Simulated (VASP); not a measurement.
Set up this calculation in VASP 6.6.1, as the native input.

* Task: electric field gradients
* Functional: LDA
* Potentials or basis: VASP PAW LDA potentials, release 64 (Ta_pv, N)
* Cutoff: 520 eV
* k mesh: 18 × 18 × 16
* Occupations: fermi-dirac, width 0.05 eV
* Spin: collinear spin
* Starting moments: [2.0, 0.0] μB
* Dipole correction: no
* Further INCAR settings: ALGO = Normal; EDIFF = 1e-08; NBANDS = 19

The structure of TaN lies in POSCAR:

```
TaN
1.0
    2.9379988584      0.0000000000      0.0000000000
   -1.4689994292      2.5443816477      0.0000000000
    0.0000000000      0.0000000000      2.8830000000
Ta N
1 1
Direct
    0.3333333333      0.6666666667      0.5000000000
    0.0000000000      0.0000000000      0.0000000000
```

One way to write it, as run:

INCAR

```
SYSTEM = TaN
ALGO = Normal ; EDIFF = 1E-8
ENCUT = 520 ; ISIF = 2
ISMEAR = -1 ; ISPIN = 2
LASPH = .TRUE. ; LCHARG = .FALSE.
LEFG = .TRUE. ; LMAXMIX = 4
LORBIT = 11 ; LREAL = .FALSE.
LWAVE = .FALSE. ; MAGMOM = 2 0
NBANDS = 19 ; NELM = 150
PREC = Accurate ; SIGMA = 0.05
```

KPOINTS

```
k-points
0
G
  18 18 16
  0 0 0
```

Potentials or basis: VASP PAW LDA potentials, release 64 (Ta_pv, N).

Launch:

```console
$ cat potpaw_LDA.64/Ta_pv/POTCAR potpaw_LDA.64/N/POTCAR > POTCAR
$ mpirun -np 1 vasp_std > vasp.out
```

Results of the run:

```json
{
 "Pressure": "-9.8 GPa",
 "Band gap on the k mesh": "zero (filled and empty bands overlap)",
 "Net moment": "0.00 μB per cell",
 "Largest electric field gradient by atom": "Ta +17.7; N -0.0 V/Å²",
 "Valence electrons inside the program's atomic spheres": "Ta 9.02; N 3.69"
}
```

Caveat: the cell stands under tension; without QUAD_EFG the Cq values of the log hold for a quadrupole moment of 1 mb, not for the nuclei; spin-orbit coupling is left out, which moves the levels of the heavy elements.

Run time: 3.9 min on 1 thread of Intel Xeon 8259CL, on a shared host, peak memory 0.31 GiB.
